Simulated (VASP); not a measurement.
Input of a VASP 6.6.1 run:

File INCAR:

```
PREC     = Accurate       # precision mode
ENCUT    = 400            # plane-wave cutoff, eV
EDIFF    = 1E-6           # SCF threshold, eV
ISMEAR   = 0              # smearing method
SIGMA    = 0.04           # smearing width, eV
LREAL    = False          # projectors in reciprocal space
LASPH    = True           # aspherical terms in the spheres
NELM     = 120            # most SCF steps
ALGO     = Normal         # electronic algorithm
ISIF     = 2              # what is computed and relaxed
LWAVE    = False          # write WAVECAR
LCHARG   = False          # write CHGCAR
LDIPOL   = True         
IDIPOL   = 3            
DIPOL    = 0.5 0.5 0.663
GGA      = PE             # functional
IVDW     = 13             # dispersion correction
NBANDS   = 12             # bands
GGA_COMPAT= False        
NELMDL   = -8
```

KPOINTS

```
regular mesh
0
Gamma
  12 12 1
```

POSCAR

```
As
1.0
    3.5655719534      0.0000000000      0.0000000000
   -1.7827859767      3.0878758907      0.0000000000
    0.0000000000      0.0000000000     24.0274036644
As
2
Direct
    0.6666666667      0.3333333333      0.6341407582
    0.3333333333      0.6666666667      0.6927735268
```

Potentials or basis: VASP PAW PBE potentials, release 64 (As).

Launch:

```console
$ cat potpaw_PBE.64/As/POTCAR > POTCAR
$ mpirun -np 1 vasp_std > vasp.out
```

**Question.** Estimate the largest force.

**Answer.** 0.050 eV/Å.

**Question.** Estimate the band gap on the k mesh.

**Answer.** 1.49 eV, indirect (least direct gap 2.04 eV).

Forces on the atoms (eV/Å):
```
As   0.000  0.000  0.050
As   0.000  0.000 -0.050
```
